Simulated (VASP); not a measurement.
# Zr (P6_3/mmc) in VASP: further runs

Runs on Zr. Level: LDA. Tasks: single point.

All numbers are computed with VASP 6.6.1; they aren't measurements. Logs are shortened: lines on timing, memory, paths and dates and some standing lists are left out, and cuts for length are marked.

## Step 1: The cell of the first run

It takes space group P6_3/mmc (No. 194, hexagonal). The conventional cell has a = 3.239 Å, b = 3.239 Å, c = 5.172 Å, α = 90.00°, β = 90.00°, γ = 120.00°. Within 4.2 Å of Zr (site symmetry -6m2) lie 12 Zr at 3.19 to 3.24 Å.

## Step 2: Single point, LDA

Contents of INCAR:

```
SYSTEM = Zr
  ALGO = Normal
  EDIFF = 1E-6
  ENCUT = 520
  ISIF = 2
  ISMEAR = 0
  LASPH = .True.
  LCHARG = .True.
  LELF = .True.
  LREAL = .False.
  LVHAR = .True.
  LWAVE = .False.
  NBANDS = 19
  NELM = 80
  PREC = Accurate
  SIGMA = 0.1
```

Contents of KPOINTS:

```
k-points
0
Gamma
  6 6 4
  0 0 0
```

Contents of POSCAR:

```
Zr
1.0
    3.2392314100      0.0000000000      0.0000000000
   -1.6196157100      2.8052566900      0.0000000000
    0.0000000000      0.0000000000      5.1722200000
Zr
2
Direct
    0.3333333300      0.6666666700      0.2500000000
    0.6666666700      0.3333333300      0.7500000000
```

Potentials or basis: VASP PAW LDA potentials, release 64 (Zr_sv).

Started as:

```bash
$ cat potpaw_LDA.64/Zr_sv/POTCAR > POTCAR
$ mpirun -np 1 vasp_std > vasp.out
```

OUTCAR:

```text
SYSTEM = Zr
   EDIFF = 1E-6
   ENCUT = 520
   ISIF = 2
   ISMEAR = 0
   LASPH = .True.
   LREAL = .False.
   NELM = 80
   PREC = Accurate

 ion  position               nearest neighbor table
   1  0.333  0.667  0.250-   2 3.19   2 3.19   2 3.19   2 3.19   2 3.19   2 3.19
   2  0.667  0.333  0.750-   1 3.19   1 3.19   1 3.19   1 3.19   1 3.19   1 3.19

  LATTYP: Found a hexagonal cell.
 ALAT       =     3.2392314100
 C/A-ratio  =     1.5967429755

  Lattice vectors:

 A1 = (   3.2392314100,   0.0000000000,   0.0000000000)
 A2 = (  -1.6196157100,   2.8052566900,   0.0000000000)
 A3 = (   0.0000000000,   0.0000000000,   5.1722200000)

Analysis of symmetry for initial positions (statically):
=====================================================================
 Subroutine PRICEL returns:
 Original cell was already a primitive cell.

 Routine SETGRP: Setting up the symmetry group for a
 hexagonal supercell.

 Subroutine GETGRP returns: Found 24 space group operations
 (whereof 12 operations were pure point group operations)
 out of a pool of 24 trial point group operations.

The static configuration has the point symmetry D_3d.
 The point group associated with its full space group is D_6h.

Analysis of symmetry for dynamics (positions and initial velocities):
=====================================================================
 Subroutine PRICEL returns:
 Original cell was already a primitive cell.

 Routine SETGRP: Setting up the symmetry group for a
 hexagonal supercell.

 Subroutine GETGRP returns: Found 24 space group operations
 (whereof 12 operations were pure point group operations)
 out of a pool of 24 trial point group operations.

The dynamic configuration has the point symmetry D_3d.
 The point group associated with its full space group is D_6h.

 Subroutine INISYM returns: Found 24 space group operations
 (whereof 12 operations are pure point group operations),
 and found     1 'primitive' translations

----------------------------------------------------------------------------------------

                                     Primitive cell

  volume of cell :      46.9993

  direct lattice vectors                    reciprocal lattice vectors
     3.239231410  0.000000000  0.000000000     0.308715208  0.178236809  0.000000000
    -1.619615710  2.805256690  0.000000000     0.000000000  0.356473617  0.000000000
     0.000000000  0.000000000  5.172220000     0.000000000  0.000000000  0.193340577

  length of vectors
     3.239231410  3.239231413  5.172220000     0.356473618  0.356473617  0.193340577

  position of ions in fractional coordinates (direct lattice)
     0.333333330  0.666666670  0.250000000
     0.666666670  0.333333330  0.750000000

  ion indices of the primitive-cell ions
   primitive index   ion index
                 1           1
                 2           2

----------------------------------------------------------------------------------------

 KPOINTS: k-points

Automatic generation of k-mesh.
 Grid dimensions read from file:
 generate k-points for:    6    6    4

 Generating k-lattice:

  Cartesian coordinates                     Fractional coordinates (reciprocal lattice)
     0.051452535  0.029706135  0.000000000     0.166666667 -0.000000000  0.000000000
     0.000000000  0.059412270  0.000000000     0.000000000  0.166666667  0.000000000
     0.000000000  0.000000000  0.048335144     0.000000000  0.000000000  0.250000000

  Length of vectors
     0.059412270  0.059412270  0.048335144

  Shift w.r.t. Gamma in fractional coordinates (k-lattice)
     0.000000000  0.000000000  0.000000000

 Subroutine IBZKPT returns following result:
 ===========================================

 Found     21 irreducible k-points:

 Following reciprocal coordinates:
            Coordinates               Weight
  0.000000  0.000000  0.000000      1.000000
  0.166667 -0.000000  0.000000      6.000000
  0.333333 -0.000000  0.000000      6.000000
  0.500000 -0.000000  0.000000      3.000000
  0.166667  0.166667  0.000000      6.000000
  0.333333  0.166667  0.000000     12.000000
[... 13 lines left out ...]
  0.333333  0.166667  0.500000     12.000000
  0.333333  0.333333  0.500000      2.000000
   k-points           NKPTS =     21   k-points in BZ     NKDIM =     21   number of bands    NBANDS=     19
   number of dos      NEDOS =    301   number of ions     NIONS =      2
   total plane-waves  NPLWV =  23040
   dimension x,y,z NGX =    24 NGY =   24 NGZ =   40
   dimension x,y,z NGXF=    48 NGYF=   48 NGZF=   80
   ions per type =               2
   NGX,Y,Z   is equivalent  to a cutoff of  12.32, 12.32, 12.86 a.u.
   NGXF,Y,Z  is equivalent  to a cutoff of  24.63, 24.63, 25.71 a.u.
 SYSTEM =  Zr
   PREC   = accura    normal or accurate (medium, high low for compatibility)
   ISTART =      0    job   : 0-new  1-cont  2-samecut
   ICHARG =      2    charge: 1-file 2-atom 10-const
   ISPIN  =      1    spin polarized calculation?
   LNONCOLLINEAR =      F non collinear calculations
   LSORBIT =      F    spin-orbit coupling
   LASPH  =      T    aspherical Exc in radial PAW
   ENCUT  =  520.0 eV  38.22 Ry    6.18 a.u.   6.02  6.02  9.62*2*pi/ulx,y,z
   NELM   =     80;   NELMIN=  2; NELMDL= -5     # of ELM steps
   EDIFF  = 0.1E-05   stopping-criterion for ELM
   LREAL  =      F    real-space projection
   EDIFFG = 0.1E-04   stopping-criterion for IOM
   NSW    =      0    number of steps for IOM
   IBRION =     -1    ionic relax: 0-MD 1-quasi-New 2-CG
   NFREE  =      0    steps in history (QN), initial steepest desc. (CG)
   ISIF   =      2    stress and relaxation
   ISYM   =      2    0-nonsym 1-usesym 2-fastsym
   POTIM  = 0.5000    time-step for ionic-motion
   TEBEG  =    0.0;   TEEND  =   0.0 temperature during run
   PSTRESS=    0.0 pullay stress
   NELECT =      24.0000    total number of electrons
   NUPDOWN=      -1.0000    fix difference up-down
   EMIN   =  10.00;   EMAX   =-10.00  energy-range for DOS
   EFERMI =   0.00;   METHOD = LEGACY
   ISMEAR =     0;   SIGMA  =   0.10  broadening in eV -4-tet -1-fermi 0-gaus
   EFERMI_NEDOS =   21; number of points for ismear=-14 and -15
   IALGO  =     38    algorithm
   IMIX   =      4    mixing-type and parameters
     AMIX     =   0.40;   BMIX     =  1.00
     AMIX_MAG =   1.60;   BMIX_MAG =  1.00
  volume/ion in A,a.u.               =      23.50       158.58
  Fermi-wavevector in a.u.,A,eV,Ry     =   1.308523  2.472750 23.296340  1.712233
  Thomas-Fermi vector in A             =   2.439184
   LORBIT       =      0    0 simple, 1 ext, 2 COOP (PROOUT), +10 PAW based schemes
   GGA     = CA    functional components
   LHFCALC =     F    Hartree Fock is set to
   AEXX    =    0.0000 exact exchange contribution
   IVDW    =     0    specifies the selected vdW correction
   LEPSILON=     F    determine dielectric tensor
   LRPA    =     F    only Hartree local field effects (RPA)
 non-spin polarized calculation
 Gauss-broadening in eV      SIGMA  =   0.10
  energy-cutoff  :      520.00
  volume of cell :       47.00
 maximum number of plane-waves:      1296
   NGX = 13   NGY = 13   NGZ = 19

 number of electron      24.0000001 magnetization

 Free energy of the ion-electron system (eV)
  ---------------------------------------------------
  ext. energy  EPLUGINS =         0.00000000
  ---------------------------------------------------
  free energy    TOTEN  =       -18.50757836 eV

  energy without entropy =      -18.49333810  energy(sigma->0) =      -18.50045823

 E-fermi :   8.7337     XC(G=0): -11.2520

 val. band max:        8.7214969317   @ k =   0.0000   0.0000   0.5000
 cond. band min:       8.7791423193   @ k =   0.3333   0.3333   0.2500
 fundamental gap:      0.0576453875
 Fermi energy:         8.7337123327

 k-point     1 :       0.0000    0.0000    0.0000
  band No.  band energies     occupation
      1     -39.8826      2.00000
      2     -39.7313      2.00000
      3     -18.5489      2.00000
      4     -17.6789      2.00000
      5     -17.6789      2.00000
      6     -17.5582      2.00000
[... 11 lines left out ...]
     18      10.7763      0.00000
     19      13.0524      0.00000

 k-point     2 :       0.1667   -0.0000    0.0000
  band No.  band energies     occupation
      1     -39.8530      2.00000
      2     -39.7194      2.00000
      3     -18.4680      2.00000
      4     -17.8527      2.00000
      5     -17.7344      2.00000
      6     -17.7172      2.00000
[... 11 lines left out ...]
     18      10.8587      0.00000
     19      13.4205      0.00000

 k-point     3 :       0.3333   -0.0000    0.0000
  band No.  band energies     occupation
      1     -39.7881      2.00000
      2     -39.7008      2.00000
      3     -18.2703      2.00000
      4     -18.1983      2.00000
      5     -18.0459      2.00000
      6     -17.8371      2.00000
[... 11 lines left out ...]
     18      12.5367      0.00000
     19      13.7943      0.00000

 k-point     4 :       0.5000   -0.0000    0.0000
  band No.  band energies     occupation
      1     -39.7481      2.00000
      2     -39.6986      2.00000
      3     -18.3687      2.00000
      4     -18.2004      2.00000
      5     -18.1225      2.00000
      6     -17.8858      2.00000
[... 11 lines left out ...]
     18      13.9279      0.00000
     19      14.7916      0.00000

 k-point     5 :       0.1667    0.1667    0.0000
  band No.  band energies     occupation
      1     -39.8054      2.00000
      2     -39.7044      2.00000
      3     -18.3270      2.00000
      4     -18.0351      2.00000
      5     -18.0202      2.00000
      6     -17.7882      2.00000
[... 11 lines left out ...]
     18      12.4035      0.00000
     19      13.5157      0.00000

 k-point     6 :       0.3333    0.1667    0.0000
  band No.  band energies     occupation
      1     -39.7484      2.00000
      2     -39.6983      2.00000
      3     -18.2796      2.00000
      4     -18.1417      2.00000
      5     -18.1257      2.00000
      6     -17.9464      2.00000
[... 11 lines left out ...]
     18      13.5400      0.00000
     19      14.5096      0.00000

 k-point     7 :       0.3333    0.3333    0.0000
  band No.  band energies     occupation
      1     -39.7128      2.00000
      2     -39.7128      2.00000
      3     -18.2369      2.00000
      4     -18.0862      2.00000
      5     -18.0862      2.00000
      6     -17.9513      2.00000
[... 11 lines left out ...]
     18      13.3007      0.00000
     19      14.9723      0.00000

 k-point     8 :       0.0000    0.0000    0.2500
  band No.  band energies     occupation
      1     -39.8608      2.00000
      2     -39.7538      2.00000
      3     -18.4119      2.00000
      4     -17.7123      2.00000
      5     -17.6588      2.00000
      6     -17.6588      2.00000
[... 190 lines left out ...]
 k-point    17 :       0.3333   -0.0000    0.5000
  band No.  band energies     occupation
      1     -39.7446      2.00000
      2     -39.7446      2.00000
      3     -18.3066      2.00000
      4     -18.3066      2.00000
      5     -17.7984      2.00000
      6     -17.7984      2.00000
[... 11 lines left out ...]
     18      12.8744      0.00000
     19      13.1876      0.00000

 k-point    18 :       0.5000   -0.0000    0.5000
  band No.  band energies     occupation
      1     -39.7233      2.00000
      2     -39.7233      2.00000
      3     -18.4406      2.00000
      4     -18.4406      2.00000
      5     -17.7978      2.00000
      6     -17.7978      2.00000
[... 11 lines left out ...]
     18      13.7856      0.00000
     19      13.8462      0.00000

 k-point    19 :       0.1667    0.1667    0.5000
  band No.  band energies     occupation
      1     -39.7552      2.00000
      2     -39.7552      2.00000
      3     -18.2230      2.00000
      4     -18.2230      2.00000
      5     -17.8160      2.00000
      6     -17.8160      2.00000
[... 11 lines left out ...]
     18      12.6932      0.00000
     19      13.2583      0.00000

 k-point    20 :       0.3333    0.1667    0.5000
  band No.  band energies     occupation
      1     -39.7233      2.00000
      2     -39.7233      2.00000
      3     -18.3661      2.00000
      4     -18.3661      2.00000
      5     -17.9231      2.00000
      6     -17.9231      2.00000
[... 11 lines left out ...]
     18      13.3696      0.00000
     19      14.6739      0.00000

 k-point    21 :       0.3333    0.3333    0.5000
  band No.  band energies     occupation
      1     -39.7127      2.00000
      2     -39.7127      2.00000
      3     -18.3139      2.00000
      4     -18.3139      2.00000
      5     -18.0822      2.00000
      6     -18.0822      2.00000
[... 11 lines left out ...]
     18      13.0271      0.00000
     19      16.6524      0.00000

------------------------ aborting loop because EDIFF is reached ----------------------------------------

  FORCE on cell =-STRESS in cart. coord.  units (eV):
  Direction    XX          YY          ZZ          XY          YZ          ZX
  --------------------------------------------------------------------------------------
  -------------------------------------------------------------------------------------
  Total       -2.1087635     -2.1087635     -1.9513924      0.0000000     -0.0000000      0.0000000
  in kB      -71.8864262    -71.8864262    -66.5217434      0.0000001     -0.0000000      0.0000000
  external PRESSURE =     -70.0981986 kB  Pullay stress =       0.0000000 kB

 VOLUME and BASIS-vectors are now :
 -----------------------------------------------------------------------------
  energy-cutoff  :      520.00
  volume of cell :       47.00
      direct lattice vectors                 reciprocal lattice vectors
     3.239231410  0.000000000  0.000000000     0.308715208  0.178236809  0.000000000
    -1.619615710  2.805256690  0.000000000     0.000000000  0.356473617  0.000000000
     0.000000000  0.000000000  5.172220000     0.000000000  0.000000000  0.193340577

 POSITION                                       TOTAL-FORCE (eV/Angst)
 -----------------------------------------------------------------------------------
     -0.00000      1.87017      1.29306         0.000000      0.000000      0.000000
      1.61962      0.93509      3.87917        -0.000000      0.000000      0.000000
 -----------------------------------------------------------------------------------
    total drift:                               -0.000010      0.000006     -0.000000

  FREE ENERGIE OF THE ION-ELECTRON SYSTEM (eV)
  ---------------------------------------------------
  free  energy   TOTEN  =       -18.5075783643 eV

  energy  without entropy=      -18.4933380962  energy(sigma->0) =      -18.50045823
```

Run time: 9.5 s. Hardware: 1 thread of Intel Xeon Platinum 8488C (Sapphire Rapids), shared host; peak memory 0.14 GiB.

Results:

```yaml
Free_energy: -18.5076 eV
Pressure: -7.0 GPa
Band_gap_on_the_k_mesh: zero (band 12 reaches 9.53 eV, above the bottom of band 13 at 8.68 eV)
```

Levels at points of the mesh, in eV from the Fermi level:
| k point | band 8 | band 9 | band 10 | band 11 | band 12 | band 13 | band 14 | band 15 | band 16 | band 17 |
| --- | --- | --- | --- | --- | --- | --- | --- | --- | --- | --- |
| (0.00, 0.00, 0.00) | -26.27 | -5.66 | -3.06 | 0.79 | 0.79 | 0.91 | 1.15 | 1.47 | 1.47 | 2.04 |
| (0.50, 0.00, 0.00) | -26.38 | -2.58 | -2.54 | -2.16 | -0.21 | 0.46 | 0.70 | 1.37 | 4.80 | 5.16 |
| (0.00, 0.00, 0.50) | -26.34 | -3.97 | -3.97 | -0.01 | -0.01 | 0.70 | 0.70 | 0.70 | 0.70 | 3.82 |
| (0.50, 0.00, 0.50) | -26.50 | -2.89 | -2.89 | -1.10 | -1.10 | 1.61 | 1.61 | 2.12 | 2.12 | 5.03 |

Caveat: the k points lie up to 0.37 Å⁻¹ apart.

## Step 3: Single point, LDA

This run uses another cell than the first one, of 21.80 Å³/atom, 0.928 times its volume.

Contents of INCAR:

```
PREC = Accurate ; ENCUT = 520
EDIFF = 1E-6 ; ISMEAR = 0
SIGMA = 0.1 ; LREAL = False
LASPH = True ; NELM = 80
ALGO = Fast ; ISIF = 2
LWAVE = False ; LCHARG = False
GGA = CA ; NBANDS = 19
```

Contents of KPOINTS:

```
regular mesh
0
Gamma
  12 12 8
```

Contents of POSCAR:

```
Zr
1.0
    3.1539378947      0.0000000028      0.0000000000
   -1.5769689498      2.7313903374      0.0000000000
    0.0000000000      0.0000000000      5.0620998342
Zr
2
Direct
    0.3333333333      0.6666666667      0.2500000000
    0.6666666667      0.3333333333      0.7500000000
```

Potentials or basis: VASP PAW LDA potentials, release 64 (Zr_sv).

Started as:

```bash
$ cat potpaw_LDA.64/Zr_sv/POTCAR > POTCAR
$ mpirun -np 1 vasp_std > vasp.out
```

It took 64 s on 1 thread of Intel Xeon Platinum 8488C (Sapphire Rapids), shared host; peak memory 0.18 GiB.

Results (log left out):

| Item | Value |
| --- | --- |
| Free energy | -18.5857 eV |
| Pressure | 0.0 GPa |
| Band gap on the k mesh | zero (band 12 reaches 10.54 eV, above the bottom of band 13 at 9.31 eV) |

Levels at points of the mesh, in eV from the Fermi level:
| k point | band 8 | band 9 | band 10 | band 11 | band 12 | band 13 | band 14 | band 15 | band 16 | band 17 |
| --- | --- | --- | --- | --- | --- | --- | --- | --- | --- | --- |
| (0.00, 0.00, 0.00) | -25.99 | -5.74 | -3.22 | 0.85 | 0.85 | 0.94 | 1.46 | 1.59 | 1.59 | 2.27 |
| (0.50, 0.00, 0.00) | -26.13 | -2.82 | -2.60 | -2.35 | 0.02 | 0.52 | 0.81 | 1.53 | 5.31 | 5.68 |
| (0.00, 0.00, 0.50) | -26.07 | -3.97 | -3.97 | 0.01 | 0.01 | 0.76 | 0.76 | 0.76 | 0.76 | 4.20 |
| (0.50, 0.00, 0.50) | -26.27 | -3.07 | -3.07 | -1.22 | -1.22 | 1.95 | 1.95 | 2.33 | 2.33 | 5.56 |

## Step 4: Single point, LDA

This run uses another cell than the first one, of 21.83 Å³/atom, 0.929 times its volume.

Contents of INCAR:

```
PREC = Accurate
ENCUT = 520
EDIFF = 1E-6
ISMEAR = -1
SIGMA = 0.15
LREAL = F
LASPH = T
NELM = 60
ALGO = Normal
ISIF = 2
LWAVE = F
LCHARG = F
NBANDS = 19
```

KPOINTS is that of step 3.

Contents of POSCAR:

```
Zr
1.0
    3.1421410879      0.0000000028      0.0000000000
   -1.5710705464      2.7211740030      0.0000000000
    0.0000000000      0.0000000000      5.1064743966
Zr
2
Direct
    0.3333333333      0.6666666667      0.2500000000
    0.6666666667      0.3333333333      0.7500000000
```

Started as:

```bash
$ cat potpaw_LDA.64/Zr_sv/POTCAR > POTCAR
$ mpirun -np 1 vasp_std > vasp.out
```

Wall time 34 s (1 thread of Intel Xeon Platinum 8488C (Sapphire Rapids), shared host); peak memory 0.18 GiB.

It converged, with:

| Quantity | Value |
| --- | --- |
| Free energy | -18.6625 eV |
| Pressure | 0.0 GPa |
| Band gap on the k mesh | zero (band 12 reaches 10.44 eV, above the bottom of band 13 at 9.29 eV) |

Levels at points of the mesh, in eV from the Fermi level:
| k point | band 8 | band 9 | band 10 | band 11 | band 12 | band 13 | band 14 | band 15 | band 16 | band 17 |
| --- | --- | --- | --- | --- | --- | --- | --- | --- | --- | --- |
| (0.00, 0.00, 0.00) | -25.91 | -5.67 | -3.15 | 0.90 | 0.94 | 0.94 | 1.42 | 1.64 | 1.64 | 2.44 |
| (0.50, 0.00, 0.00) | -26.06 | -2.74 | -2.53 | -2.30 | 0.13 | 0.68 | 0.80 | 1.53 | 5.46 | 5.69 |
| (0.00, 0.00, 0.50) | -25.99 | -3.93 | -3.93 | 0.02 | 0.02 | 0.87 | 0.87 | 0.87 | 0.87 | 4.27 |
| (0.50, 0.00, 0.50) | -26.20 | -3.00 | -3.00 | -1.19 | -1.19 | 2.02 | 2.02 | 2.46 | 2.46 | 5.68 |

## Step 5: Overview

| cell | k mesh | smearing | gap on the mesh (eV) | pressure (GPa) |
| --- | --- | --- | --- | --- |
| a = 3.239, b = 3.239, c = 5.172 Å, angles 90.0, 90.0, 120.0°, 2 atoms | 6 × 6 × 4 | gaussian 0.1 eV | none | -7.0 |
| a = 3.154, b = 3.154, c = 5.062 Å, angles 90.0, 90.0, 120.0°, 2 atoms | 12 × 12 × 8 | gaussian 0.1 eV | none | 0.0 |
| a = 3.142, b = 3.142, c = 5.106 Å, angles 90.0, 90.0, 120.0°, 2 atoms | 12 × 12 × 8 | fermi-dirac 0.15 eV | none | 0.0 |

Alike in all rows: task single point; level LDA; potentials or basis VASP PAW LDA potentials, release 64 (Zr_sv); no spin polarisation; cutoff (eV) 520.

Caveats: some runs use coarse meshes.

Total energies depend on the potentials used, so only differences within one code and one set of settings carry meaning.
